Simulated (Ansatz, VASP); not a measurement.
**SiB4W in VASP and in Ansatz**

```
CELL_PARAMETERS angstrom
3.00567 0.00000 0.00000
-1.50283 2.60299 0.00000
0.00000 0.00000 6.94828
ATOMIC_POSITIONS crystal
Si 0.00000 0.00000 0.50000
B 0.33333 0.66667 0.75561
B 0.33333 0.66667 0.24439
B 0.66667 0.33333 0.75561
B 0.66667 0.33333 0.24439
W 0.00000 0.00000 0.00000
```

Change from the starting cell: species swapped into the TiCrB4 type (P6/mmm, No. 191).

Alike in both runs: functional PBE; k mesh 6 × 6 × 4; occupations gaussian, width 0.1 eV; no spin polarisation.

Ansatz relaxed the structure, and its values are those at the end. VASP's run is a single point on that final structure, the one shown.

```csv
,VASP,Ansatz
version,VASP 6.6.1,Ansatz 0.2.0
potentials or method,"VASP PAW PBE potentials, release 64 (Si, B, W_sv), cutoff 520 eV","scalar-relativistic, plane waves, PAW"
valence electrons in the cell,30,30
```

Ansatz gave:

- gap on the k mesh at the Fermi level (eV): none
- pressure (GPa): 0.0
- rms of the force components (eV/Å): 0.001

Question: What did VASP give for the same quantities?

Answer: gap on the k mesh at the Fermi level (eV): none; pressure (GPa): 0.3; rms of the force components (eV/Å): 0.006.

A gap of «none» marks a metal or a gap that the smearing closes. With one functional, cell and mesh, what is left measures potentials, basis and numerics.

The k mesh is coarse, so the values compare programs but aren't converged. Neither program's run includes spin-orbit coupling.
